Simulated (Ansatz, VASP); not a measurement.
## Two plane-wave programs on C

Contents of INCAR:

```
SYSTEM = C
ALGO     = Normal         ! electronic algorithm
EDIFF    = 1E-6           ! SCF threshold, eV
ENCUT    = 520            ! plane-wave cutoff, eV
GGA      = PS             ! functional
ISIF     = 2              ! what is computed and relaxed
ISMEAR   = 0              ! smearing method
IVDW     = 12             ! dispersion correction
LASPH    = .TRUE.         ! aspherical terms in the spheres
LCHARG   = .TRUE.         ! write CHGCAR
LELF     = .TRUE.         ! ELF
LREAL    = .FALSE.        ! projectors in reciprocal space
LVHAR    = .TRUE.       
LWAVE    = .FALSE.        ! write WAVECAR
NBANDS   = 11             ! bands
NELM     = 60             ! most SCF steps
PREC     = Accurate       ! precision mode
SIGMA    = 0.05           ! smearing width, eV
```

Contents of KPOINTS:

```
k-points
0
G
  15 15 15
  0 0 0
```

Contents of POSCAR:

```
C
1.0
    1.2290461105      0.7095901028      3.2829684898
   -1.2290461105      0.7095901028      3.2829684898
    0.0000000000     -1.4191802055      3.2829684898
C
2
Direct
    0.1428452313      0.1428452313      0.1851231603
    0.8571547687      0.8571547687      0.8148768397
```

Input for Ansatz:

```yaml
crystal:
  lattice:
    - [1.2290461105, 0.7095901028, 3.2829684898]
    - [-1.2290461105, 0.7095901028, 3.2829684898]
    - [0.0, -1.4191802055, 3.2829684898]
  atoms:
    - { symbol: C, position: [0.1428452313, 0.1428452313, 0.1851231603] }
    - { symbol: C, position: [0.8571547687, 0.8571547687, 0.8148768397] }
basis:
  ecutwfc: 520.0
kpoints:
  mp_grid: { grid: [15, 15, 15] }
hamiltonian:
  xc: pbesol
  pseudopotentials: { kind: paw, azcp: { folder: soft_1 } }
  dispersion: d3bj
scf:
  occupations: { method: gaussian, width: 0.05 }
output:
  forces: true
  stress: true
  eigenvalues: true
```

Change from the starting cell: mode 4 frozen in at -0.095 Å and mode 6 at -0.060 Å (largest displacements).

Alike in both runs: task single point; functional PBEsol; dispersion D3(BJ); k mesh 15 × 15 × 15; occupations gaussian, width 0.05 eV; no spin polarisation.

```csv
,VASP,Ansatz
version,VASP 6.6.1,Ansatz 0.2.0
potentials or method,"VASP PAW PBE potentials, release 64 (C), cutoff 520 eV","scalar-relativistic, plane waves, PAW"
valence electrons in the cell,8,8
```

|  | VASP | Ansatz | Ansatz less VASP |
| --- | --- | --- | --- |
| gap on the k mesh at the Fermi level (eV) | 0.04 | 0.04 | 0.000 |
| least direct gap on the mesh (eV) | 0.04 | 0.04 | 0.000 |
| pressure (GPa) | 5.5 | 4.8 | -0.67 |
| traceless stress, the component that is largest in VASP (GPa) | 20.26 | 19.60 | -0.659 |
| rms of the force components (eV/Å) | 4.382 | 4.370 | -0.0121 |

VASP's potentials were made for PBE, not for PBEsol, and Ansatz warns of the same on its side. Atom by atom the forces differ by 0.020 eV/Å (rms over components).
